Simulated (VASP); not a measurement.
# Zr3ZnN2: single point with PBE

Zr3ZnN2:

```xyz
6
Lattice="5.9731 0.0000 0.0000 -2.9866 5.1729 0.0000 0.0000 0.0000 3.0952" Properties=species:S:1:pos:R:3 pbc="T T T"
Zr    2.9866    0.0000    0.0000
Zr   -1.4933    2.5864    0.0000
Zr    1.4933    2.5864    0.0000
Zn    0.0000    0.0000    0.0000
N     0.0000    3.4486    1.5476
N     2.9866    1.7243    1.5476
```

The cell was built from a structure type or drawn by symmetry, and may not be a known phase.

```yaml
Program: VASP 6.6.1
Task: single point
Functional: PBE
Potentials_or_basis: VASP PAW PBE potentials, release 64 (Zr_sv, Zn, N)
Cutoff: 520 eV
k_mesh: 3 × 3 × 6
Occupations: gaussian, width 0.1 eV
Spin: collinear spin
Starting_moments: "[1.0, 1.0, 1.0, 0.0, 0.0, 0.0] μB"
```

```json
{
  "Pressure": "0.2 GPa",
  "Band gap on the k mesh": "zero (filled and empty bands overlap)",
  "Net moment": "0.01 μB per cell",
  "Valence electrons inside the program's atomic spheres": "Zr 9.89; Zn 10.76; N 3.69"
}
```

Levels at points of the mesh, in eV from the Fermi level:
Spin up:
| k point | band 25 | band 26 | band 27 | band 28 | band 29 | band 30 | band 31 | band 32 | band 33 | band 34 |
| --- | --- | --- | --- | --- | --- | --- | --- | --- | --- | --- |
| (0.00, 0.00, 0.00) | -3.06 | -2.39 | -2.19 | -1.24 | -1.24 | 0.92 | 0.92 | 2.09 | 2.09 | 2.19 |
| (0.00, 0.00, 0.50) | -2.92 | -2.92 | -0.94 | -0.94 | -0.31 | 0.10 | 0.10 | 1.94 | 2.93 | 2.93 |
Spin down:
```csv
k point,band 26,band 27,band 28,band 29,band 30,band 31,band 32,band 33
"(0.00, 0.00, 0.00)",-2.39,-2.19,-1.23,-1.23,0.92,0.92,2.10,2.10
"(0.00, 0.00, 0.50)",-2.92,-0.94,-0.94,-0.31,0.10,0.10,1.95,2.93
```

It took 78 s on 1 thread of AMD EPYC 9R45 96-Core Processor (Zen 5), with other jobs on the host, peak memory 0.27 GiB.

Caveat: the k points lie up to 0.40 Å⁻¹ apart, too coarse for converged energies and pressures of a metal.
